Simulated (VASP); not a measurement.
# GaP (F-43m) in VASP: further runs

Runs on GaP. Level: PBE. Tasks: single point.

Everything below comes from runs of VASP 6.6.1. Logs are shortened: lines on timing, memory, paths and dates and some standing lists are left out, and cuts for length are marked.

**1. The cell of the first run**

It takes space group F-43m (No. 216, cubic). The conventional cell has a = 5.585 Å, b = 5.585 Å, c = 5.585 Å, α = 90.00°, β = 90.00°, γ = 90.00°. Ga (site symmetry -43m) has 4 P at 2.42 Å within 3.2 Å. P (site symmetry -43m) has 4 Ga at 2.42 Å within 3.2 Å.

**2. Single point, PBE**

Input file INCAR:

```
SYSTEM = GaP
PREC = Accurate ; ENCUT = 520
EDIFF = 1E-6 ; ISMEAR = 0
SIGMA = 0.02 ; LREAL = .FALSE.
LASPH = .TRUE. ; NELM = 80
ALGO = Normal ; ISIF = 2
LWAVE = .FALSE. ; LCHARG = .FALSE.
GGA = PE ; NBANDS = 16
```

Input file KPOINTS:

```
regular mesh
0
G
  8 8 8
  0 0 0
```

Input file POSCAR:

```
GaP
1.0
    0.0000000000      2.7926770607      2.7926770607
    2.7926770607      0.0000000000      2.7926770607
    2.7926770607      2.7926770607      0.0000000000
Ga P
1 1
Direct
    0.0000000000      0.0000000000      0.0000000000
    0.2500000000      0.2500000000      0.2500000000
```

Potentials or basis: VASP PAW PBE potentials, release 64 (Ga_d, P).

Started as:

```console
$ cat potpaw_PBE.64/Ga_d/POTCAR potpaw_PBE.64/P/POTCAR > POTCAR
$ mpirun -np 1 vasp_std > vasp.out
```

OUTCAR:

```text
SYSTEM = GaP
   PREC = Accurate
   ENCUT = 520
   EDIFF = 1E-6
   ISMEAR = 0
   LREAL = .FALSE.
   LASPH = .TRUE.
   NELM = 80
   ISIF = 2
   GGA = PE

 ion  position               nearest neighbor table
   1  0.000  0.000  0.000-   2 2.42   2 2.42   2 2.42   2 2.42
   2  0.250  0.250  0.250-   1 2.42   1 2.42   1 2.42   1 2.42

  LATTYP: Found a face centered cubic cell.
 ALAT       =     5.5853541214

  Lattice vectors:

 A1 = (   0.0000000000,   2.7926770607,   2.7926770607)
 A2 = (   2.7926770607,   0.0000000000,   2.7926770607)
 A3 = (   2.7926770607,   2.7926770607,   0.0000000000)

Analysis of symmetry for initial positions (statically):
=====================================================================
 Subroutine PRICEL returns:
 Original cell was already a primitive cell.

 Routine SETGRP: Setting up the symmetry group for a
 face centered cubic supercell.

 Subroutine GETGRP returns: Found 24 space group operations
 (whereof 24 operations were pure point group operations)
 out of a pool of 48 trial point group operations.

The static configuration has the point symmetry T_d .

Analysis of symmetry for dynamics (positions and initial velocities):
=====================================================================
 Subroutine PRICEL returns:
 Original cell was already a primitive cell.

 Routine SETGRP: Setting up the symmetry group for a
 face centered cubic supercell.

 Subroutine GETGRP returns: Found 24 space group operations
 (whereof 24 operations were pure point group operations)
 out of a pool of 48 trial point group operations.

The dynamic configuration has the point symmetry T_d .

 Subroutine INISYM returns: Found 24 space group operations
 (whereof 24 operations are pure point group operations),
 and found     1 'primitive' translations

----------------------------------------------------------------------------------------

                                     Primitive cell

  volume of cell :      43.5604

  direct lattice vectors                    reciprocal lattice vectors
     0.000000000  2.792677061  2.792677061    -0.179039677  0.179039677  0.179039677
     2.792677061  0.000000000  2.792677061     0.179039677 -0.179039677  0.179039677
     2.792677061  2.792677061  0.000000000     0.179039677  0.179039677 -0.179039677

  length of vectors
     3.949441775  3.949441775  3.949441775     0.310105818  0.310105818  0.310105818

  position of ions in fractional coordinates (direct lattice)
     0.000000000  0.000000000  0.000000000
     0.250000000  0.250000000  0.250000000

  ion indices of the primitive-cell ions
   primitive index   ion index
                 1           1
                 2           2

----------------------------------------------------------------------------------------

 KPOINTS: regular mesh

Automatic generation of k-mesh.
 Grid dimensions read from file:
 generate k-points for:    8    8    8

 Generating k-lattice:

  Cartesian coordinates                     Fractional coordinates (reciprocal lattice)
    -0.022379960  0.022379960  0.022379960     0.125000000  0.000000000  0.000000000
     0.022379960 -0.022379960  0.022379960     0.000000000  0.125000000  0.000000000
     0.022379960  0.022379960 -0.022379960     0.000000000  0.000000000  0.125000000

  Length of vectors
     0.038763227  0.038763227  0.038763227

  Shift w.r.t. Gamma in fractional coordinates (k-lattice)
     0.000000000  0.000000000  0.000000000

 Subroutine IBZKPT returns following result:
 ===========================================

 Found     29 irreducible k-points:

 Following reciprocal coordinates:
            Coordinates               Weight
  0.000000  0.000000  0.000000      1.000000
  0.125000  0.000000  0.000000      8.000000
  0.250000  0.000000  0.000000      8.000000
  0.375000  0.000000  0.000000      8.000000
  0.500000  0.000000  0.000000      4.000000
  0.125000  0.125000  0.000000      6.000000
[... 16 lines left out ...]
  0.500000  0.250000  0.125000     48.000000
 -0.375000  0.250000  0.125000     24.000000
 [... further k-points ...]
   k-points           NKPTS =     29   k-points in BZ     NKDIM =     29   number of bands    NBANDS=     16
   number of dos      NEDOS =    301   number of ions     NIONS =      2
   total plane-waves  NPLWV =  27000
   dimension x,y,z NGX =    30 NGY =   30 NGZ =   30
   dimension x,y,z NGXF=    60 NGYF=   60 NGZF=   60
   ions per type =               1   1
   NGX,Y,Z   is equivalent  to a cutoff of  12.63, 12.63, 12.63 a.u.
   NGXF,Y,Z  is equivalent  to a cutoff of  25.26, 25.26, 25.26 a.u.
 SYSTEM =  GaP
   PREC   = accura    normal or accurate (medium, high low for compatibility)
   ISTART =      0    job   : 0-new  1-cont  2-samecut
   ICHARG =      2    charge: 1-file 2-atom 10-const
   ISPIN  =      1    spin polarized calculation?
   LNONCOLLINEAR =      F non collinear calculations
   LSORBIT =      F    spin-orbit coupling
   LASPH  =      T    aspherical Exc in radial PAW
   ENCUT  =  520.0 eV  38.22 Ry    6.18 a.u.   7.34  7.34  7.34*2*pi/ulx,y,z
   NELM   =     80;   NELMIN=  2; NELMDL= -5     # of ELM steps
   EDIFF  = 0.1E-05   stopping-criterion for ELM
   LREAL  =      F    real-space projection
   EDIFFG = 0.1E-04   stopping-criterion for IOM
   NSW    =      0    number of steps for IOM
   IBRION =     -1    ionic relax: 0-MD 1-quasi-New 2-CG
   NFREE  =      0    steps in history (QN), initial steepest desc. (CG)
   ISIF   =      2    stress and relaxation
   ISYM   =      2    0-nonsym 1-usesym 2-fastsym
   POTIM  = 0.5000    time-step for ionic-motion
   TEBEG  =    0.0;   TEEND  =   0.0 temperature during run
   PSTRESS=    0.0 pullay stress
   NELECT =      18.0000    total number of electrons
   NUPDOWN=      -1.0000    fix difference up-down
   EMIN   =  10.00;   EMAX   =-10.00  energy-range for DOS
   EFERMI =   0.00;   METHOD = LEGACY
   ISMEAR =     0;   SIGMA  =   0.02  broadening in eV -4-tet -1-fermi 0-gaus
   EFERMI_NEDOS =   21; number of points for ismear=-14 and -15
   IALGO  =     38    algorithm
   IMIX   =      4    mixing-type and parameters
     AMIX     =   0.40;   BMIX     =  1.00
     AMIX_MAG =   1.60;   BMIX_MAG =  1.00
  volume/ion in A,a.u.               =      21.78       146.98
  Fermi-wavevector in a.u.,A,eV,Ry     =   1.219368  2.304272 20.229950  1.486859
  Thomas-Fermi vector in A             =   2.354623
   LORBIT       =      0    0 simple, 1 ext, 2 COOP (PROOUT), +10 PAW based schemes
   GGA     = PE    functional components
   LHFCALC =     F    Hartree Fock is set to
   AEXX    =    0.0000 exact exchange contribution
   IVDW    =     0    specifies the selected vdW correction
   LEPSILON=     F    determine dielectric tensor
   LRPA    =     F    only Hartree local field effects (RPA)
 non-spin polarized calculation
 Gauss-broadening in eV      SIGMA  =   0.02
  energy-cutoff  :      520.00
  volume of cell :       43.56
 maximum number of plane-waves:      1211
 NGX is ok and might be reduce to    30
   NGX = 15   NGY = 15   NGZ = 15

 number of electron      18.0000015 magnetization

 Free energy of the ion-electron system (eV)
  ---------------------------------------------------
  ext. energy  EPLUGINS =         0.00000000
  ---------------------------------------------------
  free energy    TOTEN  =        -9.10793804 eV

  energy without entropy =       -9.10793804  energy(sigma->0) =       -9.10793804

 E-fermi :   4.0483     XC(G=0):  -9.5029

 val. band max:        3.9330218651   @ k =   0.0000   0.0000   0.0000
 cond. band min:       5.1622291145   @ k =   0.0000   0.0000   0.0000
 fundamental gap:      1.2292072494
 Fermi energy:         4.0482652035

 k-point     1 :       0.0000    0.0000    0.0000
  band No.  band energies     occupation
      1     -10.5133      2.00000
      2     -10.5133      2.00000
      3     -10.5133      2.00000
      4     -10.4341      2.00000
      5     -10.4341      2.00000
      6      -8.0316      2.00000
[... 8 lines left out ...]
     15      13.6156      0.00000
     16      13.6156      0.00000

 k-point     2 :       0.1250    0.0000    0.0000
  band No.  band energies     occupation
      1     -10.5229      2.00000
      2     -10.5097      2.00000
      3     -10.5097      2.00000
      4     -10.4341      2.00000
      5     -10.4341      2.00000
      6      -7.8482      2.00000
[... 8 lines left out ...]
     15      13.0330      0.00000
     16      13.2907      0.00000

 k-point     3 :       0.2500    0.0000    0.0000
  band No.  band energies     occupation
      1     -10.5447      2.00000
      2     -10.5018      2.00000
      3     -10.5018      2.00000
      4     -10.4331      2.00000
      5     -10.4331      2.00000
      6      -7.3295      2.00000
[... 8 lines left out ...]
     15      12.8472      0.00000
     16      13.6593      0.00000

 k-point     4 :       0.3750    0.0000    0.0000
  band No.  band energies     occupation
      1     -10.5651      2.00000
      2     -10.4957      2.00000
      3     -10.4957      2.00000
      4     -10.4302      2.00000
      5     -10.4302      2.00000
      6      -6.6173      2.00000
[... 8 lines left out ...]
     15      13.9447      0.00000
     16      13.9447      0.00000

 k-point     5 :       0.5000    0.0000    0.0000
  band No.  band energies     occupation
      1     -10.5732      2.00000
      2     -10.4938      2.00000
      3     -10.4938      2.00000
      4     -10.4284      2.00000
      5     -10.4284      2.00000
      6      -6.1961      2.00000
[... 8 lines left out ...]
     15      15.3793      0.00000
     16      15.3793      0.00000

 k-point     6 :       0.1250    0.1250    0.0000
  band No.  band energies     occupation
      1     -10.5296      2.00000
      2     -10.5062      2.00000
      3     -10.5062      2.00000
      4     -10.4371      2.00000
      5     -10.4316      2.00000
      6      -7.7870      2.00000
[... 8 lines left out ...]
     15      13.6277      0.00000
     16      13.8522      0.00000

 k-point     7 :       0.2500    0.1250    0.0000
  band No.  band energies     occupation
      1     -10.5472      2.00000
      2     -10.4995      2.00000
      3     -10.4979      2.00000
      4     -10.4394      2.00000
      5     -10.4293      2.00000
      6      -7.3780      2.00000
[... 8 lines left out ...]
     15      13.8473      0.00000
     16      14.7214      0.00000

 k-point     8 :       0.3750    0.1250    0.0000
  band No.  band energies     occupation
      1     -10.5650      2.00000
      2     -10.4942      2.00000
      3     -10.4911      2.00000
      4     -10.4380      2.00000
      5     -10.4272      2.00000
      6      -6.7123      2.00000
[... 8 lines left out ...]
     15      14.5173      0.00000
     16      14.6300      0.00000

 k-point     9 :       0.5000    0.1250    0.0000
  band No.  band energies     occupation
      1     -10.5748      2.00000
      2     -10.4919      2.00000
      3     -10.4887      2.00000
      4     -10.4335      2.00000
      5     -10.4274      2.00000
      6      -6.1206      2.00000
[... 8 lines left out ...]
     15      15.3793      0.00000
     16      15.4420      0.00000
[... 172 lines left out ...]
 k-point    19 :       0.5000    0.3750    0.0000
  band No.  band energies     occupation
      1     -10.5979      2.00000
      2     -10.4695      2.00000
      3     -10.4664      2.00000
      4     -10.4553      2.00000
      5     -10.4197      2.00000
      6      -5.5761      2.00000
[... 8 lines left out ...]
     15      15.7183      0.00000
     16      16.6430      0.00000

 k-point    20 :      -0.3750    0.3750    0.0000
  band No.  band energies     occupation
      1     -10.5913      2.00000
      2     -10.4772      2.00000
      3     -10.4696      2.00000
      4     -10.4482      2.00000
      5     -10.4245      2.00000
      6      -5.4330      2.00000
[... 8 lines left out ...]
     15      14.1920      0.00000
     16      17.9496      0.00000

 k-point    21 :       0.5000    0.5000    0.0000
  band No.  band energies     occupation
      1     -10.6045      2.00000
      2     -10.4626      2.00000
      3     -10.4626      2.00000
      4     -10.4602      2.00000
      5     -10.4173      2.00000
      6      -5.3942      2.00000
[... 8 lines left out ...]
     15      16.1636      0.00000
     16      16.6135      0.00000

 k-point    22 :       0.3750    0.2500    0.1250
  band No.  band energies     occupation
      1     -10.5632      2.00000
      2     -10.4924      2.00000
      3     -10.4894      2.00000
      4     -10.4420      2.00000
      5     -10.4270      2.00000
      6      -6.8874      2.00000
[... 8 lines left out ...]
     15      14.7715      0.00000
     16      15.8882      0.00000

 k-point    23 :       0.5000    0.2500    0.1250
  band No.  band energies     occupation
      1     -10.5752      2.00000
      2     -10.4895      2.00000
      3     -10.4822      2.00000
      4     -10.4403      2.00000
      5     -10.4271      2.00000
      6      -6.2198      2.00000
[... 8 lines left out ...]
     15      15.0806      0.00000
     16      16.4289      0.00000

 k-point    24 :      -0.3750    0.2500    0.1250
  band No.  band energies     occupation
      1     -10.5796      2.00000
      2     -10.4890      2.00000
      3     -10.4797      2.00000
      4     -10.4377      2.00000
      5     -10.4283      2.00000
      6      -5.8317      2.00000
[... 8 lines left out ...]
     15      15.6589      0.00000
     16      16.0269      0.00000

 [... further k-points ...]

------------------------ aborting loop because EDIFF is reached ----------------------------------------

  FORCE on cell =-STRESS in cart. coord.  units (eV):
  Direction    XX          YY          ZZ          XY          YZ          ZX
  --------------------------------------------------------------------------------------
  -------------------------------------------------------------------------------------
  Total       -0.8260733     -0.8260733     -0.8260733      0.0000000      0.0000000     -0.0000000
  in kB      -30.3834440    -30.3834440    -30.3834440      0.0000000      0.0000000     -0.0000000
  external PRESSURE =     -30.3834440 kB  Pullay stress =       0.0000000 kB

 VOLUME and BASIS-vectors are now :
 -----------------------------------------------------------------------------
  energy-cutoff  :      520.00
  volume of cell :       43.56
      direct lattice vectors                 reciprocal lattice vectors
     0.000000000  2.792677061  2.792677061    -0.179039677  0.179039677  0.179039677
     2.792677061  0.000000000  2.792677061     0.179039677 -0.179039677  0.179039677
     2.792677061  2.792677061  0.000000000     0.179039677  0.179039677 -0.179039677

 POSITION                                       TOTAL-FORCE (eV/Angst)
 -----------------------------------------------------------------------------------
      0.00000      0.00000      0.00000         0.000000     -0.000000     -0.000000
      1.39634      1.39634      1.39634        -0.000000      0.000000      0.000000
 -----------------------------------------------------------------------------------
    total drift:                                0.000002      0.000002      0.000002

  FREE ENERGIE OF THE ION-ELECTRON SYSTEM (eV)
  ---------------------------------------------------
  free  energy   TOTEN  =        -9.1079380377 eV

  energy  without entropy=       -9.1079380377  energy(sigma->0) =       -9.10793804
```

Run time: 9.6 s. Hardware: 1 thread of Intel Xeon 6975P-C (Granite Rapids), shared host; peak memory 0.17 GiB.

What came out:

- Free energy: -9.1079 eV
- Pressure: -3.0 GPa
- Band gap on the k mesh: 1.23 eV, direct

A k mesh can miss the band edges.

(Part 1 of 2 ends here.)
